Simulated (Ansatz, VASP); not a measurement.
**TiC in VASP and in Ansatz**

The input INCAR:

```
PREC = Accurate
ENCUT = 520
EDIFF = 1E-6
ISMEAR = 0
SIGMA = 0.1
LREAL = F
LASPH = T
NELM = 80
ALGO = Normal
ISIF = 2
LWAVE = F
LCHARG = F
GGA = PS
NBANDS = 15
```

The input KPOINTS:

```
Automatic mesh
0
Gamma
  16 16 16
```

File POSCAR:

```
TiC
1.0
    0.0000000000      2.2159728791      2.2159728791
    2.2159728791      0.0000000000      2.2159728791
    2.2159728791      2.2159728791      0.0000000000
Ti C
1 1
Direct
    0.0000000000      0.0000000000      0.0000000000
    0.5000000000      0.5000000000      0.5000000000
```

Input for Ansatz:

```yaml
crystal:
  lattice:
    - [0.0, 2.2159728791, 2.2159728791]
    - [2.2159728791, 0.0, 2.2159728791]
    - [2.2159728791, 2.2159728791, 0.0]
  atoms:
    - { symbol: Ti, position: [0.0, 0.0, 0.0] }
    - { symbol: C, position: [0.5, 0.5, 0.5] }
basis:
  ecutwfc: 420
kpoints:
  mp_grid: { grid: [16, 16, 16] }
hamiltonian:
  xc: pbesol
scf:
  occupations: { method: gaussian, width: 0.1 }
output:
  forces: true
  stress: true
  eigenvalues: true
```

Alike in both runs: task single point; functional PBEsol; k mesh 16 × 16 × 16; occupations gaussian, width 0.1 eV; no spin polarisation.

|  | VASP | Ansatz |
| --- | --- | --- |
| version | VASP 6.6.1 | Ansatz 0.2.0 |
| potentials or method | VASP PAW PBE potentials, release 64 (Ti_sv, C), cutoff 520 eV | scalar-relativistic, plane waves, PAW |
| valence electrons in the cell | 16 | 16 |

```tsv
	VASP	Ansatz	Ansatz less VASP
gap on the k mesh at the Fermi level (eV)	none	none	-
pressure (GPa)	-21.0	-21.0	-0.05
```

VASP's potentials were made for PBE, not for PBEsol. A gap of «none» marks a metal or a gap that the smearing closes. With one functional, cell and mesh, what is left measures potentials, basis and numerics.
